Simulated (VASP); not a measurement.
Set up this calculation in VASP 6.6.1, as the native input.

- Task: single point
- Functional: PBE
- Potentials or basis: VASP PAW PBE potentials, release 64 (W_sv, C)
- Cutoff: 520 eV
- k mesh: 1 × 1 × 1
- Occupations: methfessel-paxton, width 0.1 eV
- Spin: no spin polarisation
- Dipole correction: no
- Further INCAR settings: LREAL = Auto; ALGO = Normal; EDIFF = 1e-06; NBANDS = 163

The structure of W16C15 (a cell with a defect) lies in POSCAR:

```
W16C15
1.0
   -2.9220740600      5.0611807300      5.6926483200
    5.8441481100      0.0000000000      5.6926483200
    2.9220740600      5.0611807300      0.0000000000
W C
16 15
Direct
    0.0018273047     -0.0083221728      0.0038703776
    0.2544506583      0.2465312819      0.2506368176
    0.0032738853     -0.0023685070      0.5016551296
    0.2589760355      0.2403035335      0.7478905974
    0.0054148294      0.4780390650     -0.0160500948
    0.2556905836      0.7497152800      0.2524544793
    0.0086843975      0.4987149425      0.4963236503
    0.2509064749      0.7445094865      0.7525386244
    0.5002216385     -0.0002065594     -0.0000079265
    0.7521314178      0.2445677776      0.2494852544
    0.4994200602      0.0003190489      0.5059621364
    0.7506928968      0.2454511966      0.7501750637
    0.5036819592      0.4975161967      0.0017647214
    0.7322669653      0.7606620762      0.2603063625
    0.5060319079      0.4959542819      0.5004101205
    0.7550133020      0.7469726841      0.7512820482
    0.0396683524      0.2006368488      0.1264260917
    0.2912529701      0.4660548342      0.3769984085
    0.0359048858      0.2151132554      0.6262076090
    0.2906271551      0.4612613789      0.8666249393
   -0.0264479919      0.6566599422      0.1547510569
    0.2882390665      0.9608811321      0.3820280473
    0.0445651685      0.7088758943      0.6196201629
    0.2833595309      0.9573099436      0.8810401051
    0.5415586883      0.2104283938      0.1253451786
    0.5443196852      0.2162537345      0.6201336932
    0.7898212221      0.4572213846      0.8615060957
    0.5387747476      0.7126719604      0.1311469922
    0.7857880126      0.9637303908      0.3776152156
    0.5351415218      0.7121069645      0.6321963614
    0.7862372730      0.9646817088      0.8790180202
```

These files were run (other wordings do the same):

INCAR

```
ALGO = Normal
EDIFF = 1E-6
ENCUT = 520
GGA = PE
GGA_COMPAT = F
ISIF = 2
ISMEAR = 1
LASPH = T
LCHARG = F
LREAL = Auto
LWAVE = F
NBANDS = 163
NELM = 120
PREC = Accurate
SIGMA = 0.1
```

KPOINTS

```
k-points
0
Gamma
  1 1 1
```

Potentials or basis: VASP PAW PBE potentials, release 64 (W_sv, C).

Command:

```sh
$ cat potpaw_PBE.64/W_sv/POTCAR potpaw_PBE.64/C/POTCAR > POTCAR
$ mpirun -np 1 vasp_gam > vasp.out
```

It gave:

The pressure is 3.5 GPa and the largest force is 5.286 eV/Å.

Caveat: the k points lie up to 1.21 Å⁻¹ apart.

Wall time 4.2 min on 1 thread of AMD EPYC 7R43 64-Core Processor (Zen 3), with other jobs on the host, peak memory 0.4 GiB.
